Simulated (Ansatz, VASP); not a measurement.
Ag, level by level in two programs

```xyz
2
Lattice="2.9300 0.0000 0.0000 -1.4650 2.5375 0.0000 0.0000 0.0000 4.7900" Properties=species:S:1:pos:R:3 pbc="T T T"
Ag    1.4650    0.8458    3.5925
Ag    0.0000    1.6916    1.1975
```

Single points on this cell with VASP 6.6.1 and Ansatz 0.2.0. Each row is one pair of runs. Alike in all rows: spin: off.

```csv
level,k mesh,smearing,"VASP's potentials, cutoff","Ansatz's potentials, cutoff","gap on the k mesh at the Fermi level (eV), VASP","gap on the k mesh at the Fermi level (eV), Ansatz","pressure (GPa), VASP","pressure (GPa), Ansatz"
LDA,10 × 10 × 6,"fermi-dirac, width 0.05 eV","VASP PAW LDA potentials, release 64 (Ag), 520 eV","Ansatz PAW, 420 eV",none,none,-10.3,-10.5
r2SCAN,10 × 10 × 6,"fermi-dirac, width 0.05 eV","VASP PAW PBE potentials, release 64 (Ag), 520 eV","Ansatz PAW, 500 eV",none,none,-2.3,-2.4
HSE06,6 × 6 × 4,"fermi-dirac, width 0.05 eV","VASP PAW PBE potentials, release 64 (Ag), 520 eV","Ansatz PAW, 420 eV",none,none,0.5,0.5
r2SCAN0,5 × 5 × 3,"methfessel-paxton of order 1, width 0.1 eV","VASP PAW PBE potentials, release 64 (Ag), 520 eV","Ansatz PAW, 500 eV",none,none,-2.6,-2.5
```

Pressure (GPa): the two programs differ by at most 0.15.

VASP's potentials hold 22 valence electrons a cell and Ansatz's 38, so a difference there can come from the potentials and not from the codes.

A gap of «none» marks a metal or a gap that the smearing closes.

The k mesh is coarse in some rows, so the values compare programs but aren't converged.
